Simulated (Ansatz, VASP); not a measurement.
# SBr3: VASP beside Ansatz

```
CELL_PARAMETERS angstrom
-1.96707 1.96707 8.22750
1.96707 -1.96707 8.22750
1.96707 1.96707 -8.22750
ATOMIC_POSITIONS crystal
Br 0.50000 0.50000 0.00000
Br 0.25000 0.75000 0.50000
Br 0.75000 0.25000 0.50000
S 0.00000 0.00000 0.00000
```

Alike in both runs: task single point; functional PBE; k mesh 10 × 10 × 10; occupations fermi-dirac, width 0.05 eV; no spin polarisation.

```csv
,VASP,Ansatz
version,VASP 6.6.1,Ansatz 0.2.0
potentials or method,"VASP PAW PBE potentials, release 64 (Br, S)",Ansatz PAW
plane-wave cutoff (eV),520,420
valence electrons in the cell,27,27
```

```csv
,VASP,Ansatz,Ansatz less VASP
gap on the k mesh at the Fermi level (eV),none,none,-
pressure (GPa),-1.0,-1.0,+0.02
"traceless stress, the component that is largest in VASP (GPa)",1.18,1.18,+0.003
```

A gap of «none» marks a metal or a gap that the smearing closes.
